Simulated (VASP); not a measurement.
Wanted: the native input for a VASP 6.6.1 run.

* Task: single point
* Functional: PBEsol
* Potentials or basis: VASP PAW PBE potentials, release 64 (Al, In_d, As)
* Cutoff: 520 eV
* k mesh: 1 × 1 × 1, shifted
* Occupations: fermi-dirac, width 0.05 eV
* Spin: no spin polarisation
* Dipole correction: no
* Further INCAR settings: LREAL = Auto; ALGO = Normal; EDIFF = 1e-06; NBANDS = 206; ISYM = 0

The structure of Al3InAs4 lies in POSCAR:

```
Al3InAs4
1.0
   11.5446191345      0.0000000000      0.0000000000
    0.0000000000     11.5446191345      0.0000000000
    0.0000000000      0.0000000000     11.5446191345
Al In As
24 8 32
Direct
    0.0003310000      0.0060600000      0.0016710000
    0.0016720000      0.4940490000      0.9984300000
    0.0015290000      0.4973490000      0.5002340000
    0.4991060000      0.9998970000      0.5039390000
    0.4970110000      0.4947730000      0.9930810000
    0.4975800000      0.4996550000      0.5053020000
    0.2460620000      0.2512070000      0.9978670000
    0.2499250000      0.2513430000      0.5014690000
    0.2515730000      0.7466140000      0.4999960000
    0.7536570000      0.2494390000      0.9954960000
    0.7496810000      0.2499520000      0.5040540000
    0.7484100000      0.7498330000      0.5020230000
    0.2460910000      0.0017840000      0.2524190000
    0.2519160000      0.0029520000      0.7480640000
    0.2453130000      0.4969380000      0.2505800000
    0.2512880000      0.4955500000      0.7470490000
    0.7548480000      0.0021940000      0.2523120000
    0.7476410000      0.0027430000      0.7476090000
    0.7476460000      0.4951660000      0.7471080000
    0.0016810000      0.2501870000      0.2481360000
    0.9994990000      0.2517330000      0.7517710000
    0.0020810000      0.7496030000      0.2524250000
    0.4997820000      0.2513020000      0.7478610000
    0.4992710000      0.7471580000      0.7440250000
    0.0013140000      0.0033700000      0.4993260000
    0.5010740000      0.0051890000      0.9966800000
    0.2496980000      0.7472410000      0.0006610000
    0.7527090000      0.7506610000      0.9992690000
    0.7551770000      0.4989260000      0.2517200000
    0.0013510000      0.7484160000      0.7497210000
    0.4981320000      0.2512700000      0.2525400000
    0.5000730000      0.7497540000      0.2573760000
    0.1262990000      0.1270500000      0.1262080000
    0.1306510000      0.1336280000      0.6320370000
    0.1159450000      0.6169150000      0.1300060000
    0.1315890000      0.6174040000      0.6195200000
    0.6390330000      0.1273600000      0.1255480000
    0.6235920000      0.1264830000      0.6257110000
    0.6164170000      0.6165170000      0.1181210000
    0.6253060000      0.6233830000      0.6239500000
    0.3667820000      0.3797730000      0.1180340000
    0.3758260000      0.3733490000      0.6247620000
    0.3705940000      0.8830240000      0.1323300000
    0.3734770000      0.8735040000      0.6245900000
    0.8820480000      0.3672180000      0.1178290000
    0.8761430000      0.3737870000      0.6249170000
    0.8839640000      0.8814650000      0.1321870000
    0.8639140000      0.8758340000      0.6247540000
    0.3676670000      0.1183380000      0.3827500000
    0.3689440000      0.1342360000      0.8680610000
    0.3683050000      0.6149230000      0.3812040000
    0.3794710000      0.6183870000      0.8655010000
    0.8704580000      0.1351330000      0.3702080000
    0.8750090000      0.1239840000      0.8723080000
    0.8825030000      0.6327310000      0.3841000000
    0.8750480000      0.6089450000      0.8737050000
    0.1239590000      0.3719560000      0.3753500000
    0.1256740000      0.3755560000      0.8731270000
    0.1314870000      0.8681810000      0.3716020000
    0.1254380000      0.8888270000      0.8755930000
    0.6253000000      0.3770900000      0.3901860000
    0.6252430000      0.3713680000      0.8734070000
    0.6327710000      0.8835680000      0.3829320000
    0.6234640000      0.8737000000      0.8605780000
```

One way to write it, as run:

INCAR

```
SYSTEM = Al3InAs4
  PREC = Accurate
  ENCUT = 520
  EDIFF = 1E-6
  ISMEAR = -1
  SIGMA = 0.05
  LREAL = Auto
  LASPH = .True.
  NELM = 100
  ALGO = Normal
  ISIF = 2
  LWAVE = .False.
  LCHARG = .True.
  GGA = PS
  LELF = .True.
  LVHAR = .True.
  ISYM = 0
  NBANDS = 206
```

KPOINTS

```
Automatic mesh
0
Gamma
  1 1 1
  0.25 0.25 0.25
```

Potentials or basis: VASP PAW PBE potentials, release 64 (Al, In_d, As).

Command:

```sh
$ cat potpaw_PBE.64/Al/POTCAR potpaw_PBE.64/In_d/POTCAR potpaw_PBE.64/As/POTCAR > POTCAR
$ mpirun -np 1 vasp_std > vasp.out
```

Results of the run:

- Pressure: 0.2 GPa
- Largest force: 0.122 eV/Å
- Band gap on the k mesh: 1.83 eV (least direct gap 1.84 eV)

Caveat: the PAW data sets were made with another functional, which shifts forces and pressure a little; spin-orbit coupling is left out, which moves the levels of the heavy elements; a shifted mesh leaves out Γ, where band edges can lie.

Run time: 43 min on 1 thread of Intel(R) Xeon(R) Platinum 8259CL CPU @ 2.50GHz (Skylake/Cascade Lake) (shared host), peak memory 1.7 GiB.
